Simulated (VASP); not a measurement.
**Be2ZnTe3: single point with PBE**

The system is Be2ZnTe3.

```xyz
6
Lattice="-2.0560 2.0560 8.8164 2.0560 -2.0560 8.8164 2.0560 2.0560 -8.8164" Properties=species:S:1:pos:R:3 pbc="T T T"
Be    0.0000    0.0000   11.8351
Be    0.0000    0.0000    5.7977
Zn    0.0000    0.0000    0.0000
Te    0.0000    2.0560    1.6498
Te    2.0560    0.0000    4.4082
Te    0.0000    2.0560    7.1666
```

- Program: VASP 6.6.1
- Task: single point
- Functional: PBE
- Potentials or basis: VASP PAW PBE potentials, release 64 (Be, Zn, Te)
- Cutoff: 520 eV
- k mesh: 10 × 10 × 10
- Occupations: gaussian, width 0.02 eV
- Spin: no spin polarisation
- Dipole correction: no
- Further INCAR settings: ALGO = Normal; EDIFF = 1e-06; NBANDS = 26

The pressure is 0.2 GPa. The largest force is 0.009 eV/Å and the band gap on the k mesh is 1.98 eV.

Forces in eV/Å, atoms in the order of the input:
```
Be   0.000  0.000 -0.006
Be   0.000  0.000  0.006
Zn   0.000  0.000  0.000
Te   0.000  0.000 -0.009
Te   0.000  0.000  0.000
Te   0.000  0.000  0.009
```

Levels at points of the mesh, in eV from the valence-band top:
```tsv
k point	band 13	band 14	band 15	band 16	band 17	band 18	band 19	band 20	band 21	band 22
(0.00, 0.00, 0.00)	-1.81	-1.81	-0.17	0.00	0.00	1.98	2.42	2.55	3.22	3.51
(0.50, 0.00, 0.00)	-2.31	-1.42	-1.39	-1.10	-0.58	2.34	3.29	3.43	4.41	4.62
(0.50, 0.50, 0.00)	-3.07	-2.91	-2.81	-2.45	-2.43	2.09	2.21	3.65	3.66	3.93
(0.50, 0.50, 0.50)	-1.76	-1.20	-1.20	-0.60	-0.60	2.00	2.49	2.85	3.52	3.87
```

It took 15 min on 1 thread of Intel(R) Xeon(R) Platinum 8488C (Sapphire Rapids), with other jobs on the host, peak memory 0.93 GiB.

Caveat: spin-orbit coupling is left out, which moves the levels of the heavy elements. A k mesh can miss the band edges.
